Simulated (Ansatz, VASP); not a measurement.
## One calculation of Ge, two programs

```
Ge
1.0
     0.00000    2.82891    2.82891
     2.82891    0.00000    2.82891
     2.82891    2.82891    0.00000
Ge
2
Direct
  0.75000 0.75000 0.75000
  0.50000 0.50000 0.50000
```

Alike in both runs: functional r2SCANh; k mesh 4 × 4 × 4; occupations fermi-dirac, width 0.05 eV; no spin polarisation.

```csv
,VASP,Ansatz
version,VASP 6.6.1,Ansatz 0.2.0
potentials or method,"VASP PAW PBE potentials, release 64 (Ge_d)",Ansatz PAW
plane-wave cutoff (eV),520,500
valence electrons in the cell,28,28
task,single point,band structure
```

Ansatz gave:

- gap on the k mesh at the Fermi level (eV): 0.93
- least direct gap on the mesh (eV): 0.97
- pressure (GPa): 0.1

Which values does VASP return?

gap on the k mesh at the Fermi level (eV): 0.94; least direct gap on the mesh (eV): 0.96; pressure (GPa): 0.1.

VASP's potentials were made for PBE, not for r2SCANh.

The k mesh is coarse, so the values compare programs but aren't converged.
